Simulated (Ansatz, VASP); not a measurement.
# One calculation of CdS, two programs

```xyz
2
Lattice="0.0000 2.9751 2.9751 2.9751 0.0000 2.9751 2.9751 2.9751 0.0000" Properties=species:S:1:pos:R:3 pbc="T T T"
Cd    0.0000    0.0000    0.0000
S     1.4875    1.4875    1.4875
```

Alike in both runs: task relaxation of cell and atoms; functional PBE; k mesh 8 × 8 × 8; occupations gaussian, width 0.02 eV; no spin polarisation.

|  | VASP | Ansatz |
| --- | --- | --- |
| version | VASP 6.6.1 | Ansatz 0.2.0 |
| potentials or method | VASP PAW PBE potentials, release 64 (Cd, S), cutoff 500 eV | scalar-relativistic, all-electron LAPW |

|  | VASP | Ansatz | Ansatz less VASP |
| --- | --- | --- | --- |
| gap on the k mesh at the Fermi level, each at its own relaxed structure (eV) | 1.03 | 1.04 | +0.010 |
| relaxed volume (Å³/atom) | 26.16 | 26.03 | -0.132 |
| relaxed cell length with the largest relative difference (Å) | 4.198 | 4.191 | -0.0071 |

Ansatz ran all-electron here, and VASP with PAW potentials.
